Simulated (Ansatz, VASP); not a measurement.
**One calculation of GaSi2S2, two programs**

```
Ga Si S
1.0
     8.86168    0.00000    0.00000
     0.00000    8.86168    0.00000
     0.00000    0.00000    3.91317
Ga Si S
2 4 4
Direct
  0.00000 0.00000 0.50000
  0.50000 0.50000 0.00000
  0.13106 0.13106 0.00000
  0.86894 0.86894 0.00000
  0.36894 0.63106 0.50000
  0.63106 0.36894 0.50000
  0.70807 0.70807 0.00000
  0.29193 0.29193 0.00000
  0.79193 0.20807 0.50000
  0.20807 0.79193 0.50000
```

Alike in both runs: functional PBE; k mesh 3 × 3 × 3; occupations gaussian, width 0.2 eV; no spin polarisation.

Ansatz relaxed the structure, and its values are those at the end. VASP's run is a single point on that final structure, the one shown.

|  | VASP | Ansatz |
| --- | --- | --- |
| version | VASP 6.6.1 | Ansatz 0.2.0 |
| potentials or method | VASP PAW PBE potentials, release 64 (Ga_d, Si, S), cutoff 500 eV | scalar-relativistic, plane waves, PAW |
| valence electrons in the cell | 66 | 66 |

```tsv
	VASP	Ansatz	Ansatz less VASP
gap on the k mesh at the Fermi level (eV)	none	none	-
pressure (GPa)	-0.1	0.0	+0.09
rms of the force components (eV/Å)	0.013	0.014	+0.0011
```

A gap of «none» marks a metal or a gap that the smearing closes.

The k mesh is coarse, so the values compare programs but aren't converged.
